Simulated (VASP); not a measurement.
# CaIrN2 (R-3m) in VASP: notebook, part 2 of 2

VASP 6.6.1. The steps go on from the part before.

### Step 3. Single point, PBEsol

Contents of INCAR:

```
  PREC = Accurate
  ENCUT = 520
  EDIFF = 1E-6
  ISMEAR = 1
  SIGMA = 0.05
  LREAL = False
  LASPH = True
  NELM = 80
  ALGO = Normal
  ISIF = 2
  LWAVE = False
  LCHARG = False
  GGA = PS
  NBANDS = 22
```

Contents of KPOINTS:

```
Automatic mesh
0
Gamma
  8 8 8
```

Contents of POSCAR:

```
CaIrN2
1.0
    1.6488500000      0.9519639900      5.0094002200
   -1.6488500000      0.9519639900      5.0094002200
    0.0000000000     -1.9039279800      5.0094002200
Ca Ir N
1 1 2
Direct
    0.0000000000      0.0000000000      0.0000000000
    0.5000000000      0.5000000000      0.5000000000
    0.7691190000      0.7691190000      0.7691190000
    0.2308810000      0.2308810000      0.2308810000
```

Potentials or basis: VASP PAW PBE potentials, release 64 (Ca_sv, Ir, N).

Started as:

```
$ cat potpaw_PBE.64/Ca_sv/POTCAR potpaw_PBE.64/Ir/POTCAR potpaw_PBE.64/N/POTCAR > POTCAR
$ mpirun -np 1 vasp_std > vasp.out
```

OUTCAR:

```text
PREC = Accurate
   ENCUT = 520
   EDIFF = 1E-6
   ISMEAR = 1
   LREAL = False
   LASPH = True
   NELM = 80
   ISIF = 2
   GGA = PS

 ion  position               nearest neighbor table
   1  0.000  0.000  0.000-   3 2.45   4 2.45   3 2.45   3 2.45   4 2.45   4 2.45   2 3.15   2 3.15
                             2 3.15   2 3.15   2 3.15   2 3.15
   2  0.500  0.500  0.500-   4 2.13   3 2.13   4 2.13   4 2.13   3 2.13   3 2.13   1 3.15   1 3.15
                             1 3.15   1 3.15   1 3.15   1 3.15
   3  0.769  0.769  0.769-   2 2.13   2 2.13   2 2.13   1 2.45   1 2.45   1 2.45
   4  0.231  0.231  0.231-   2 2.13   2 2.13   2 2.13   1 2.45   1 2.45   1 2.45

  LATTYP: Found a trigonal (rhomboedric) cell.
 ALAT       =     5.3590141187
 COS(alpha) =     0.8106686683

  Lattice vectors:

 A1 = (   1.6488500000,   0.9519639900,   5.0094002200)
 A2 = (  -1.6488500000,   0.9519639900,   5.0094002200)
 A3 = (   0.0000000000,  -1.9039279800,   5.0094002200)

Analysis of symmetry for initial positions (statically):
=====================================================================
 Subroutine PRICEL returns:
 Original cell was already a primitive cell.

 Routine SETGRP: Setting up the symmetry group for a
 trigonal (rhombohedral) supercell.

 Subroutine GETGRP returns: Found 12 space group operations
 (whereof 12 operations were pure point group operations)
 out of a pool of 12 trial point group operations.

The static configuration has the point symmetry D_3d.

Analysis of symmetry for dynamics (positions and initial velocities):
=====================================================================
 Subroutine PRICEL returns:
 Original cell was already a primitive cell.

 Routine SETGRP: Setting up the symmetry group for a
 trigonal (rhombohedral) supercell.

 Subroutine GETGRP returns: Found 12 space group operations
 (whereof 12 operations were pure point group operations)
 out of a pool of 12 trial point group operations.

The dynamic configuration has the point symmetry D_3d.

 Subroutine INISYM returns: Found 12 space group operations
 (whereof 12 operations are pure point group operations),
 and found     1 'primitive' translations

----------------------------------------------------------------------------------------

                                     Primitive cell

  volume of cell :      47.1779

  direct lattice vectors                    reciprocal lattice vectors
     1.648850000  0.951963990  5.009400220     0.303241653  0.175076650  0.066541566
    -1.648850000  0.951963990  5.009400220    -0.303241653  0.175076650  0.066541566
     0.000000000 -1.903927980  5.009400220     0.000000000 -0.350153301  0.066541566

  length of vectors
     5.359014119  5.359014119  5.359014118     0.356419856  0.356419856  0.356419856

  position of ions in fractional coordinates (direct lattice)
     0.000000000  0.000000000  0.000000000
     0.500000000  0.500000000  0.500000000
     0.769119000  0.769119000  0.769119000
     0.230881000  0.230881000  0.230881000

  ion indices of the primitive-cell ions
   primitive index   ion index
                 1           1
                 2           2
                 3           3
                 4           4

----------------------------------------------------------------------------------------

 KPOINTS: Automatic mesh

Automatic generation of k-mesh.
 Grid dimensions read from file:
 generate k-points for:    8    8    8

 Generating k-lattice:

  Cartesian coordinates                     Fractional coordinates (reciprocal lattice)
     0.037905207  0.021884581  0.008317696     0.125000000  0.000000000  0.000000000
    -0.037905207  0.021884581  0.008317696     0.000000000  0.125000000  0.000000000
     0.000000000 -0.043769163  0.008317696     0.000000000  0.000000000  0.125000000

  Length of vectors
     0.044552482  0.044552482  0.044552482

  Shift w.r.t. Gamma in fractional coordinates (k-lattice)
     0.000000000  0.000000000  0.000000000

 Subroutine IBZKPT returns following result:
 ===========================================

 Found     65 irreducible k-points:

 Following reciprocal coordinates:
            Coordinates               Weight
  0.000000  0.000000  0.000000      1.000000
  0.125000 -0.000000  0.000000      6.000000
  0.250000 -0.000000  0.000000      6.000000
  0.375000 -0.000000 -0.000000      6.000000
  0.500000 -0.000000  0.000000      3.000000
  0.125000  0.125000  0.000000      6.000000
[... 16 lines left out ...]
  0.250000  0.125000  0.125000      6.000000
  0.375000  0.125000  0.125000      6.000000
 [... further k-points ...]
   k-points           NKPTS =     65   k-points in BZ     NKDIM =     65   number of bands    NBANDS=     22
   number of dos      NEDOS =    301   number of ions     NIONS =      4
   total plane-waves  NPLWV =  64000
   dimension x,y,z NGX =    40 NGY =   40 NGZ =   40
   dimension x,y,z NGXF=    80 NGYF=   80 NGZF=   80
   ions per type =               1   1   2
   NGX,Y,Z   is equivalent  to a cutoff of  12.41, 12.41, 12.41 a.u.
   NGXF,Y,Z  is equivalent  to a cutoff of  24.82, 24.82, 24.82 a.u.
 SYSTEM =  unknown system
   PREC   = accura    normal or accurate (medium, high low for compatibility)
   ISTART =      0    job   : 0-new  1-cont  2-samecut
   ICHARG =      2    charge: 1-file 2-atom 10-const
   ISPIN  =      1    spin polarized calculation?
   LNONCOLLINEAR =      F non collinear calculations
   LSORBIT =      F    spin-orbit coupling
   LASPH  =      T    aspherical Exc in radial PAW
   ENCUT  =  520.0 eV  38.22 Ry    6.18 a.u.   9.96  9.96  9.96*2*pi/ulx,y,z
   NELM   =     80;   NELMIN=  2; NELMDL= -5     # of ELM steps
   EDIFF  = 0.1E-05   stopping-criterion for ELM
   LREAL  =      F    real-space projection
   EDIFFG = 0.1E-04   stopping-criterion for IOM
   NSW    =      0    number of steps for IOM
   IBRION =     -1    ionic relax: 0-MD 1-quasi-New 2-CG
   NFREE  =      0    steps in history (QN), initial steepest desc. (CG)
   ISIF   =      2    stress and relaxation
   ISYM   =      2    0-nonsym 1-usesym 2-fastsym
   POTIM  = 0.5000    time-step for ionic-motion
   TEBEG  =    0.0;   TEEND  =   0.0 temperature during run
   PSTRESS=    0.0 pullay stress
   NELECT =      29.0000    total number of electrons
   NUPDOWN=      -1.0000    fix difference up-down
   EMIN   =  10.00;   EMAX   =-10.00  energy-range for DOS
   EFERMI =   0.00;   METHOD = LEGACY
   ISMEAR =     1;   SIGMA  =   0.05  broadening in eV -4-tet -1-fermi 0-gaus
   EFERMI_NEDOS =   21; number of points for ismear=-14 and -15
   IALGO  =     38    algorithm
   IMIX   =      4    mixing-type and parameters
     AMIX     =   0.40;   BMIX     =  1.00
     AMIX_MAG =   1.60;   BMIX_MAG =  1.00
  volume/ion in A,a.u.               =      11.79        79.59
  Fermi-wavevector in a.u.,A,eV,Ry     =   1.391964  2.630430 26.362149  1.937563
  Thomas-Fermi vector in A             =   2.515752
   LORBIT       =      0    0 simple, 1 ext, 2 COOP (PROOUT), +10 PAW based schemes
   GGA     = PS    functional components
   LHFCALC =     F    Hartree Fock is set to
   AEXX    =    0.0000 exact exchange contribution
   IVDW    =     0    specifies the selected vdW correction
   LEPSILON=     F    determine dielectric tensor
   LRPA    =     F    only Hartree local field effects (RPA)
 non-spin polarized calculation
 Methfessel and Paxton  Order N= 1 SIGMA  =   0.05
  energy-cutoff  :      520.00
  volume of cell :       47.18
 maximum number of plane-waves:      1287
   NGX = 19   NGY = 19   NGZ = 19

 number of electron      28.9999998 magnetization

 Free energy of the ion-electron system (eV)
  ---------------------------------------------------
  ext. energy  EPLUGINS =         0.00000000
  ---------------------------------------------------
  free energy    TOTEN  =       -30.52898697 eV

  energy without entropy =      -30.52938210  energy(sigma->0) =      -30.52911868

 E-fermi :   6.6117     XC(G=0): -12.3131

 val. band max:        6.6052667657   @ k =  -0.2500   0.5000   0.2500
 cond. band min:       6.6355805696   @ k =   0.3750   0.3750   0.1250
 fundamental gap:      0.0303138039
 Fermi energy:         6.6116674874

 k-point     1 :       0.0000    0.0000    0.0000
  band No.  band energies     occupation
      1     -32.6405      2.00000
      2     -14.0665      2.00000
      3     -13.5119      2.00000
      4     -13.5119      2.00000
      5      -9.4623      2.00000
      6      -6.1471      2.00000
[... 574 lines left out ...]
      6      -6.8597      2.00000
[... 14 lines left out ...]
     21      12.7015      0.00000
     22      14.5664      0.00000

 [... further k-points ...]
[... 5 lines left out ...]
  --------------------------------------------------------------------------------------
  -------------------------------------------------------------------------------------
  Total       -2.4720608     -2.4720607     -2.0917637      0.0000000     -0.0000000      0.0000000
  in kB      -83.9520049    -83.9520046    -71.0369904      0.0000000     -0.0000000      0.0000000
  external PRESSURE =     -79.6470000 kB  Pullay stress =       0.0000000 kB

 VOLUME and BASIS-vectors are now :
 -----------------------------------------------------------------------------
  energy-cutoff  :      520.00
  volume of cell :       47.18
      direct lattice vectors                 reciprocal lattice vectors
     1.648850000  0.951963990  5.009400220     0.303241653  0.175076650  0.066541566
    -1.648850000  0.951963990  5.009400220    -0.303241653  0.175076650  0.066541566
     0.000000000 -1.903927980  5.009400220     0.000000000 -0.350153301  0.066541566

 POSITION                                       TOTAL-FORCE (eV/Angst)
 -----------------------------------------------------------------------------------
      0.00000      0.00000      0.00000         0.000000      0.000000      0.000000
      0.00000      0.00000      7.51410         0.000000      0.000000      0.000000
      0.00000      0.00000     11.55847         0.000000     -0.000000      0.205130
      0.00000      0.00000      3.46973         0.000000      0.000000     -0.205130
 -----------------------------------------------------------------------------------
    total drift:                                0.000000      0.000000      0.000000

  FREE ENERGIE OF THE ION-ELECTRON SYSTEM (eV)
  ---------------------------------------------------
  free  energy   TOTEN  =       -30.5289869729 eV

  energy  without entropy=      -30.5293821008  energy(sigma->0) =      -30.52911868
```

OSZICAR:

```text
N       E                     dE             d eps       ncg     rms          rms(c)
DAV:   1     0.254770935302E+03    0.25477E+03   -0.14032E+04  2860   0.131E+03
DAV:   2    -0.132139367673E+02   -0.26798E+03   -0.25303E+03  2968   0.375E+02
DAV:   3    -0.352308108984E+02   -0.22017E+02   -0.21184E+02  3804   0.996E+01
DAV:   4    -0.361821337627E+02   -0.95132E+00   -0.94543E+00  4614   0.201E+01
DAV:   5    -0.362036359197E+02   -0.21502E-01   -0.21331E-01  3794   0.240E+00    0.273E+01
DAV:   6    -0.328842676788E+02    0.33194E+01   -0.55555E+01  4234   0.512E+01    0.179E+01
DAV:   7    -0.305633325506E+02    0.23209E+01   -0.15631E+01  4304   0.338E+01    0.566E+00
DAV:   8    -0.305438048322E+02    0.19528E-01   -0.78025E-01  3474   0.625E+00    0.202E+00
DAV:   9    -0.305294440388E+02    0.14361E-01   -0.72669E-02  4576   0.197E+00    0.370E-01
DAV:  10    -0.305289609267E+02    0.48311E-03   -0.45442E-03  3318   0.639E-01    0.184E-01
DAV:  11    -0.305290160458E+02   -0.55119E-04   -0.10037E-03  4112   0.227E-01    0.101E-01
DAV:  12    -0.305289874269E+02    0.28619E-04   -0.10397E-04  3606   0.702E-02    0.220E-02
DAV:  13    -0.305289872840E+02    0.14289E-06   -0.18534E-05  4480   0.298E-02    0.724E-03
DAV:  14    -0.305289869729E+02    0.31102E-06   -0.93476E-07  2106   0.810E-03
   1 F= -.30528987E+02 E0= -.30529119E+02  d E =0.395128E-03
```

stdout:

```text
POSCAR found type information on POSCAR CaIrN
 POSCAR found :  3 types and       4 ions
 scaLAPACK will be used
 -----------------------------------------------------------------------------
|                                                                             |
|                                                                             |
|     You enforced a specific xc type in the INCAR file but a different       |
|     I HOPE YOU KNOW WHAT YOU ARE DOING!                                     |
|                                                                             |
 -----------------------------------------------------------------------------

 LDA part: xc-table for (Slater+PW92), standard interpolation
 POSCAR, INCAR and KPOINTS ok, starting setup
 FFT: planning ... GRIDC
 FFT: planning ... GRID_SOFT
 FFT: planning ... GRID
 WAVECAR not read
 entering main loop
```

Wall time 89 s (1 thread of Intel Xeon Platinum 8488C (Sapphire Rapids), shared host); peak memory 0.28 GiB.

What came out:

```yaml
Free_energy: -30.5290 eV
Pressure: -8.0 GPa
Largest_force: 0.205 eV/Å
```

Forces in eV/Å, atoms in the order of the input:
```
Ca   0.000  0.000  0.000
Ir   0.000  0.000  0.000
N    0.000  0.000  0.205
N    0.000  0.000 -0.205
```

Stress tensor (GPa, compression positive):
```
-8.40  0.00  0.00
 0.00 -8.40  0.00
 0.00  0.00 -7.10
```

Levels at points of the mesh, in eV from the Fermi level:
```csv
k point,band 13,band 14,band 15,band 16,band 17,band 18
"(0.00, 0.00, 0.00)",-1.26,-0.92,-0.31,2.96,2.96,3.63
"(0.50, 0.00, 0.00)",-1.48,-1.28,-0.77,2.82,3.25,3.96
"(0.50, 0.50, 0.00)",-1.49,-1.33,-1.06,2.90,3.29,4.49
"(0.50, 0.50, 0.50)",-1.87,-1.87,-0.26,3.07,4.37,4.37
```

Caveat: the PAW data sets were made with another functional, which shifts forces and pressure a little; spin-orbit coupling is left out, which moves the levels of the heavy elements.
